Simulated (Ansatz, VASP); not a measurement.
# One calculation of CaBC, two programs

```
CELL_PARAMETERS angstrom
2.96198 0.00000 0.00000
-1.48099 2.56515 0.00000
0.00000 0.00000 8.19338
ATOMIC_POSITIONS crystal
Ca 0.00000 0.00000 0.00000
Ca 0.00000 0.00000 0.50000
B 0.66667 0.33333 0.30340
B 0.33333 0.66667 0.80340
C 0.66667 0.33333 0.75000
C 0.33333 0.66667 0.25000
```

Change from the starting cell: all B atoms moved +0.438 Å, as atom 3 along Cartesian [0 0 1].

Alike in both runs: task single point; functional PBE; k mesh 18 × 18 × 6; occupations gaussian, width 0.15 eV; no spin polarisation.

|  | VASP | Ansatz |
| --- | --- | --- |
| version | VASP 6.6.1 | Ansatz 0.2.0 |
| potentials or method | VASP PAW PBE potentials, release 64 (Ca_sv, B, C), cutoff 520 eV | scalar-relativistic, plane waves, PAW |
| valence electrons in the cell | 34 | 34 |

VASP gave:

- gap on the k mesh at the Fermi level (eV): none
- pressure (GPa): 8.3
- traceless stress, the component that is largest in VASP (GPa): -7.48
- rms of the force components (eV/Å): 2.330

**Question.** Which values does Ansatz return?

**Answer.** gap on the k mesh at the Fermi level (eV): none; pressure (GPa): 7.7; traceless stress, the component that is largest in VASP (GPa): -7.70; rms of the force components (eV/Å): 2.316.

Atom by atom the forces differ by 0.018 eV/Å (rms over components). A gap of «none» marks a metal or a gap that the smearing closes.
